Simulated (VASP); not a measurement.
# Cd (Im-3m) in VASP: notebook

Cd is run at these levels: PBE; tasks: single point, relaxation of cell and atoms.

All numbers are computed with VASP 6.6.1; they aren't measurements. Logs are shortened: lines on timing, memory, paths and dates and some standing lists are left out, and cuts for length are marked.

### 1 The cell of the first run

The structure is cubic, space group Im-3m (No. 229). Conventional cell: a = 3.628 Å, b = 3.628 Å, c = 3.628 Å, α = 90.00°, β = 90.00°, γ = 90.00°. Cd (site symmetry m-3m) has 14 Cd at 3.14 to 3.63 Å within 4.1 Å.

### 2 Single point, PBE

File INCAR:

```
SYSTEM = Cd
PREC = Accurate
ENCUT = 520
EDIFF = 1E-6
ISMEAR = 0
SIGMA = 0.05
LREAL = .False.
LASPH = .True.
NELM = 80
ALGO = Normal
ISIF = 2
LWAVE = .False.
LCHARG = .True.
GGA = PE
LELF = .True.
LVHAR = .True.
NBANDS = 12
```

File KPOINTS:

```
Automatic mesh
0
Gamma
  8 8 8
  0 0 0
```

File POSCAR:

```
Cd
1.0
    1.8142421367      1.8142421367      1.8142421367
   -1.8142421367      1.8142421367      1.8142421367
   -1.8142421367     -1.8142421367      1.8142421367
Cd
1
Direct
    0.0000000000      0.0000000000      0.0000000000
```

Potentials or basis: VASP PAW PBE potentials, release 64 (Cd).

Run with:

```sh
$ cat potpaw_PBE.64/Cd/POTCAR > POTCAR
$ mpirun -np 1 vasp_std > vasp.out
```

OUTCAR:

```text
SYSTEM = Cd
   PREC = Accurate
   ENCUT = 520
   EDIFF = 1E-6
   ISMEAR = 0
   LREAL = .False.
   LASPH = .True.
   NELM = 80
   ISIF = 2
   GGA = PE

 ion  position               nearest neighbor table
   1  0.000  0.000  0.000-

  LATTYP: Found a body centered cubic cell.
 ALAT       =     3.6284842734

  Lattice vectors:

 A1 = (   1.8142421367,  -1.8142421367,  -1.8142421367)
 A2 = (   1.8142421367,   1.8142421367,   1.8142421367)
 A3 = (  -1.8142421367,  -1.8142421367,   1.8142421367)

Analysis of symmetry for initial positions (statically):
=====================================================================
 Subroutine PRICEL returns:
 Original cell was already a primitive cell.

 Routine SETGRP: Setting up the symmetry group for a
 body centered cubic supercell.

 Subroutine GETGRP returns: Found 48 space group operations
 (whereof 48 operations were pure point group operations)
 out of a pool of 48 trial point group operations.

The static configuration has the point symmetry O_h .

Analysis of symmetry for dynamics (positions and initial velocities):
=====================================================================
 Subroutine PRICEL returns:
 Original cell was already a primitive cell.

 Routine SETGRP: Setting up the symmetry group for a
 body centered cubic supercell.

 Subroutine GETGRP returns: Found 48 space group operations
 (whereof 48 operations were pure point group operations)
 out of a pool of 48 trial point group operations.

The dynamic configuration has the point symmetry O_h .

 Subroutine INISYM returns: Found 48 space group operations
 (whereof 48 operations are pure point group operations),
 and found     1 'primitive' translations

----------------------------------------------------------------------------------------

                                     Primitive cell

  volume of cell :      23.8861

  direct lattice vectors                    reciprocal lattice vectors
     1.814242137  1.814242137  1.814242137     0.275597171  0.000000000  0.275597171
    -1.814242137  1.814242137  1.814242137    -0.275597171  0.275597171  0.000000000
    -1.814242137 -1.814242137  1.814242137     0.000000000 -0.275597171  0.275597171

  length of vectors
     3.142359558  3.142359558  3.142359558     0.389753257  0.389753257  0.389753257

  position of ions in fractional coordinates (direct lattice)
[... 77 lines left out ...]
   EDIFF  = 0.1E-05   stopping-criterion for ELM
   LREAL  =      F    real-space projection
   EDIFFG = 0.1E-04   stopping-criterion for IOM
   NSW    =      0    number of steps for IOM
   IBRION =     -1    ionic relax: 0-MD 1-quasi-New 2-CG
   NFREE  =      0    steps in history (QN), initial steepest desc. (CG)
   ISIF   =      2    stress and relaxation
   ISYM   =      2    0-nonsym 1-usesym 2-fastsym
   POTIM  = 0.5000    time-step for ionic-motion
   TEBEG  =    0.0;   TEEND  =   0.0 temperature during run
   PSTRESS=    0.0 pullay stress
   NELECT =      12.0000    total number of electrons
   NUPDOWN=      -1.0000    fix difference up-down
   EMIN   =  10.00;   EMAX   =-10.00  energy-range for DOS
   EFERMI =   0.00;   METHOD = LEGACY
   ISMEAR =     0;   SIGMA  =   0.05  broadening in eV -4-tet -1-fermi 0-gaus
   EFERMI_NEDOS =   21; number of points for ismear=-14 and -15
   IALGO  =     38    algorithm
   IMIX   =      4    mixing-type and parameters
     AMIX     =   0.40;   BMIX     =  1.00
     AMIX_MAG =   1.60;   BMIX_MAG =  1.00
  volume/ion in A,a.u.               =      23.89       161.19
  Fermi-wavevector in a.u.,A,eV,Ry     =   1.301428  2.459341 23.044374  1.693714
  Thomas-Fermi vector in A             =   2.432562
   LORBIT       =      0    0 simple, 1 ext, 2 COOP (PROOUT), +10 PAW based schemes
   GGA     = PE    functional components
   LHFCALC =     F    Hartree Fock is set to
   AEXX    =    0.0000 exact exchange contribution
   IVDW    =     0    specifies the selected vdW correction
   LEPSILON=     F    determine dielectric tensor
   LRPA    =     F    only Hartree local field effects (RPA)
 non-spin polarized calculation
 Gauss-broadening in eV      SIGMA  =   0.05
  energy-cutoff  :      520.00
  volume of cell :       23.89
 maximum number of plane-waves:       682
   NGX = 11   NGY = 11   NGZ = 11

 number of electron      12.0000001 magnetization

 Free energy of the ion-electron system (eV)
  ---------------------------------------------------
  ext. energy  EPLUGINS =         0.00000000
  ---------------------------------------------------
  free energy    TOTEN  =        -0.66989586 eV

  energy without entropy =       -0.66860165  energy(sigma->0) =       -0.66924875

 E-fermi :   2.0942     XC(G=0): -10.5125

 val. band max:        2.0301301169   @ k =  -0.3750   0.2500   0.0000
 cond. band min:       2.1187937063   @ k =  -0.3750   0.2500   0.0000
 fundamental gap:      0.0886635893
 Fermi energy:         2.0941984717

 k-point     1 :       0.0000    0.0000    0.0000
  band No.  band energies     occupation
      1      -6.7482      2.00000
      2      -6.7482      2.00000
      3      -6.7482      2.00000
      4      -6.2073      2.00000
      5      -6.2073      2.00000
      6      -5.9150      2.00000
      7      17.3922      0.00000
      8      17.3922      0.00000
      9      17.3922      0.00000
     10      17.4467      0.00000
     11      17.4467      0.00000
     12      17.4467      0.00000
[... 331 lines left out ...]
 k-point    24 :       0.5000    0.2500    0.2500
  band No.  band energies     occupation
      1      -6.9211      2.00000
      2      -6.7291      2.00000
      3      -6.5147      2.00000
      4      -6.2656      2.00000
      5      -5.8865      2.00000
      6       2.3312      0.00000
      7       2.4522      0.00000
      8       7.6775      0.00000
      9       9.9499      0.00000
     10      14.9297      0.00000
     11      15.0862      0.00000
     12      20.5479      0.00000

 [... further k-points ...]
[... 5 lines left out ...]
  --------------------------------------------------------------------------------------
  -------------------------------------------------------------------------------------
  Total        0.0249226      0.0249226      0.0249226     -0.0000000      0.0000000     -0.0000000
  in kB        1.6717020      1.6717020      1.6717020     -0.0000000      0.0000000     -0.0000000
  external PRESSURE =       1.6717020 kB  Pullay stress =       0.0000000 kB

 VOLUME and BASIS-vectors are now :
 -----------------------------------------------------------------------------
  energy-cutoff  :      520.00
  volume of cell :       23.89
      direct lattice vectors                 reciprocal lattice vectors
     1.814242137  1.814242137  1.814242137     0.275597171  0.000000000  0.275597171
    -1.814242137  1.814242137  1.814242137    -0.275597171  0.275597171  0.000000000
    -1.814242137 -1.814242137  1.814242137     0.000000000 -0.275597171  0.275597171

 POSITION                                       TOTAL-FORCE (eV/Angst)
 -----------------------------------------------------------------------------------
      0.00000      0.00000      0.00000         0.000000      0.000000     -0.000000
 -----------------------------------------------------------------------------------
    total drift:                               -0.000000     -0.000000     -0.000000

  FREE ENERGIE OF THE ION-ELECTRON SYSTEM (eV)
  ---------------------------------------------------
  free  energy   TOTEN  =        -0.6698958618 eV

  energy  without entropy=       -0.6686016461  energy(sigma->0) =       -0.66924875
```

OSZICAR:

```text
N       E                     dE             d eps       ncg     rms          rms(c)
DAV:   1     0.708641220990E+02    0.70864E+02   -0.67975E+03   712   0.970E+02
DAV:   2     0.693498906541E+00   -0.70171E+02   -0.67526E+02   752   0.234E+02
DAV:   3    -0.701571765605E+00   -0.13951E+01   -0.13943E+01   828   0.370E+01
DAV:   4    -0.703555690422E+00   -0.19839E-02   -0.19838E-02   760   0.138E+00
DAV:   5    -0.703560448374E+00   -0.47580E-05   -0.47578E-05   824   0.680E-02    0.249E+00
DAV:   6    -0.670843389990E+00    0.32717E-01   -0.90883E-02   796   0.369E+00    0.206E+00
DAV:   7    -0.669595875456E+00    0.12475E-02   -0.79067E-03   768   0.891E-01    0.103E+00
DAV:   8    -0.669857677179E+00   -0.26180E-03   -0.11840E-03   740   0.454E-01    0.550E-02
DAV:   9    -0.669892344941E+00   -0.34668E-04   -0.18201E-05   800   0.450E-02    0.929E-03
DAV:  10    -0.669895958944E+00   -0.36140E-05   -0.38323E-06   744   0.192E-02    0.145E-03
DAV:  11    -0.669895861774E+00    0.97170E-07   -0.21679E-08   396   0.145E-03
   1 F= -.66989586E+00 E0= -.66924875E+00  d E =-.129422E-02
```

It took 6.2 s on 1 thread of Intel Xeon Platinum 8375C at 2.90GHz (Ice Lake), shared host; peak memory 0.14 GiB.

What came out:

| Property | Result |
| --- | --- |
| Free energy | -0.6699 eV |
| Pressure | 0.2 GPa |
| Band gap on the k mesh | zero (band 6 reaches 5.64 eV, above the bottom of band 7 at 1.23 eV) |

Levels at points of the mesh, in eV from the Fermi level:
```
           k point  band 4  band 5  band 6  band 7  band 8  band 9
(0.00, 0.00, 0.00)   -8.30   -8.30   -8.01   15.30   15.30   15.30
(0.50, 0.00, 0.00)   -8.28   -7.94   -1.61   -0.87    9.04    9.88
(0.50, 0.50, 0.50)   -8.03   -8.03    3.55    3.55    3.55    5.21
```

### 3 Relaxation of cell and atoms, PBE

This run uses another cell than the first one, of 21.62 Å³/atom, 0.905 times its volume.

File INCAR:

```
PREC = Accurate
ENCUT = 600
EDIFF = 1E-6
ISMEAR = 0
SIGMA = 0.05
LREAL = False
LASPH = True
NELM = 80
ALGO = Normal
ISIF = 3
LWAVE = False
LCHARG = False
GGA = PE
IBRION = 2
NSW = 60
EDIFFG = -0.01
```

File KPOINTS:

```
regular mesh
0
Gamma
  8 8 8
```

File POSCAR:

```
Cd
1.0
    1.7550000000      1.7550000000      1.7550000000
   -1.7550000000      1.7550000000      1.7550000000
   -1.7550000000     -1.7550000000      1.7550000000
Cd
1
Direct
    0.0000000000      0.0000000000      0.0000000000
```

Potentials or basis: VASP PAW PBE potentials, release 64 (Cd).

Run with:

```sh
$ cat potpaw_PBE.64/Cd/POTCAR > POTCAR
$ mpirun -np 1 vasp_std > vasp.out
```

OUTCAR:

```text
PREC = Accurate
   ENCUT = 600
   EDIFF = 1E-6
   ISMEAR = 0
   LREAL = False
   LASPH = True
   NELM = 80
   ISIF = 3
   GGA = PE
   IBRION = 2
   NSW = 60
   EDIFFG = -0.01

 ion  position               nearest neighbor table
   1  0.000  0.000  0.000-

  LATTYP: Found a body centered cubic cell.
 ALAT       =     3.5100000000

  Lattice vectors:

 A1 = (   1.7550000000,  -1.7550000000,  -1.7550000000)
 A2 = (   1.7550000000,   1.7550000000,   1.7550000000)
 A3 = (  -1.7550000000,  -1.7550000000,   1.7550000000)

Analysis of symmetry for initial positions (statically):
=====================================================================
 Subroutine PRICEL returns:
 Original cell was already a primitive cell.

[... 352 lines left out ...]

 E-fermi :   2.0720     XC(G=0): -10.4915

 val. band max:        1.9965218372   @ k =  -0.3750   0.2500  -0.0000
 cond. band min:       2.0987384795   @ k =  -0.3750   0.2500  -0.0000
 fundamental gap:      0.1022166424
 Fermi energy:         2.0719981165

 k-point     1 :       0.0000    0.0000    0.0000
  band No.  band energies     occupation
      1      -6.7645      2.00000
      2      -6.7645      2.00000
      3      -6.7645      2.00000
      4      -6.2281      2.00000
      5      -6.2281      2.00000
      6      -5.9136      2.00000
      7      17.3470      0.00000
      8      17.3470      0.00000
      9      17.3470      0.00000
     10      17.3660      0.00000
[... 287 lines left out ...]
 k-point    24 :       0.5000    0.2500    0.2500
  band No.  band energies     occupation
      1      -6.9349      2.00000
      2      -6.7447      2.00000
      3      -6.5327      2.00000
      4      -6.2856      2.00000
      5      -5.9101      2.00000
      6       2.2982      0.00000
      7       2.4313      0.00000
      8       7.6385      0.00000
      9       9.9007      0.00000
     10      14.8652      0.00000

 [... further k-points ...]
[... 5 lines left out ...]
  --------------------------------------------------------------------------------------
  -------------------------------------------------------------------------------------
  Total        0.0023054      0.0023054      0.0023054      0.0000000      0.0000000     -0.0000000
  in kB        0.1540140      0.1540140      0.1540140      0.0000000      0.0000000     -0.0000000
  external PRESSURE =       0.1540140 kB  Pullay stress =       0.0000000 kB
[... 16 lines left out ...]
  FREE ENERGIE OF THE ION-ELECTRON SYSTEM (eV)
  ---------------------------------------------------
  free  energy   TOTEN  =        -0.6682800974 eV

  energy  without entropy=       -0.6671512298  energy(sigma->0) =       -0.66771566

 reached required accuracy - stopping structural energy minimisation
```

Wall time 22 s (1 thread of Intel Xeon Platinum 8375C at 2.90GHz (Ice Lake), shared host); peak memory 0.14 GiB.

What came out:

```yaml
Free_energy: -0.6683 eV
Relaxed_volume: 23.98 Å³/atom
Relaxed_cell: a = 3.147 Å, b = 3.147 Å, c = 3.147 Å, α = 70.53°, β = 109.47°, γ = 70.53°
Space_group_after_relaxing_to_0.05_Å: Im-3m (No. 229)
Energy_gained_by_relaxing: 16.1 meV/atom
Ionic_steps: 6
Pressure_after_relaxing: 0.0 GPa
Band_gap_on_the_k_mesh: zero (band 6 reaches 5.61 eV, above the bottom of band 7 at 1.20 eV)
```

Step by step:
| step | energy change (eV) | largest force (eV/Å) | pressure (GPa) | volume (Å³) |
| --- | --- | --- | --- | --- |
| 1 | 0.0000 | 0.0000 | 3.32 | 21.62 |
| 2 | -0.0143 | 0.0000 | 0.48 | 23.05 |
| 3 | -0.0150 | 0.0000 | 0.42 | 23.32 |
| 4 | -0.0161 | 0.0000 | 0.13 | 23.87 |
| 5 | -0.0161 | 0.0000 | -0.16 | 24.13 |
| 6 | -0.0161 | 0.0000 | 0.02 | 23.98 |

Final structure:
```xyz
1
Lattice="1.8167 1.8167 1.8167 -1.8167 1.8167 1.8167 -1.8167 -1.8167 1.8167" Properties=species:S:1:pos:R:3 pbc="T T T"
Cd    0.0000    0.0000    0.0000
```
